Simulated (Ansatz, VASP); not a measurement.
## SnO2: VASP beside Ansatz

Contents of POSCAR:

```
SnO2
1.0
    4.7373500000      0.0000000000      0.0000000000
    0.0000000000      4.7373500000      0.0000000000
    0.0000000000      0.0000000000      3.1864000000
Sn O
2 4
Direct
    0.0068813212     -0.0021783254      0.0105167222
    0.4887684902      0.5083955679      0.4518197359
    0.2948800919      0.3058058980     -0.0148690280
    0.1936124257      0.8121812063      0.5166222451
    0.7131069943      0.6970330824      0.0364981425
    0.8027506766      0.1787625708      0.4994121822
```

INCAR.step1

```
  PREC = Accurate
  ENCUT = 520
  ISMEAR = 0
  SIGMA = 0.05
  LREAL = False
  LASPH = True
  NELM = 100
  NBANDS = 35
  GGA = PE
  ALGO = Normal
  EDIFF = 1E-4
  LWAVE = True
  LCHARG = False
```

File INCAR.step2:

```
  PREC = Accurate
  ENCUT = 520
  EDIFF = 1E-6
  ISMEAR = 0
  SIGMA = 0.05
  LREAL = False
  LASPH = True
  NELM = 100
  ALGO = Normal
  ISIF = 2
  LWAVE = False
  LCHARG = False
  METAGGA = R2SCAN
  LMIXTAU = True
  NBANDS = 35
  ISTART = 1
```

KPOINTS

```
regular mesh
0
Gamma
  6 6 8
```

Input for Ansatz:

```yaml
crystal:
  lattice:
    - [4.73735, 0.0, 0.0]
    - [0.0, 4.73735, 0.0]
    - [0.0, 0.0, 3.1864]
  atoms:
    - { symbol: Sn, position: [0.0068813212, -0.0021783254, 0.0105167222] }
    - { symbol: Sn, position: [0.4887684902, 0.5083955679, 0.4518197359] }
    - { symbol: O, position: [0.2948800919, 0.305805898, -0.014869028] }
    - { symbol: O, position: [0.1936124257, 0.8121812063, 0.5166222451] }
    - { symbol: O, position: [0.7131069943, 0.6970330824, 0.0364981425] }
    - { symbol: O, position: [0.8027506766, 0.1787625708, 0.4994121822] }
basis:
  ecutwfc: 500
kpoints:
  mp_grid: { grid: [6, 6, 8] }
hamiltonian:
  xc: r2scan
scf:
  occupations: { method: gaussian, width: 0.05 }
output:
  forces: true
  stress: true
  eigenvalues: true
```

Change from the starting cell: all atoms moved at random (sigma 0.06 Å a component).

Alike in both runs: task single point; functional r2SCAN; k mesh 6 × 6 × 8; occupations gaussian, width 0.05 eV; no spin polarisation.

```csv
,VASP,Ansatz
version,VASP 6.6.1,Ansatz 0.2.0
potentials or method,"VASP PAW PBE potentials, release 64 (Sn_d, O), cutoff 520 eV","scalar-relativistic, plane waves, PAW"
valence electrons in the cell,52,52
```

|  | VASP | Ansatz | Ansatz less VASP |
| --- | --- | --- | --- |
| gap on the k mesh at the Fermi level (eV) | 1.78 | 1.76 | -0.020 |
| least direct gap on the mesh (eV) | 1.78 | 1.76 | -0.020 |
| pressure (GPa) | 8.1 | 6.8 | -1.24 |
| traceless stress, the component that is largest in VASP (GPa) | 3.58 | 3.45 | -0.126 |
| rms of the force components (eV/Å) | 1.228 | 1.192 | -0.0362 |

VASP's potentials were made for PBE, not for r2SCAN. Atom by atom the forces differ by 0.043 eV/Å (rms over components).
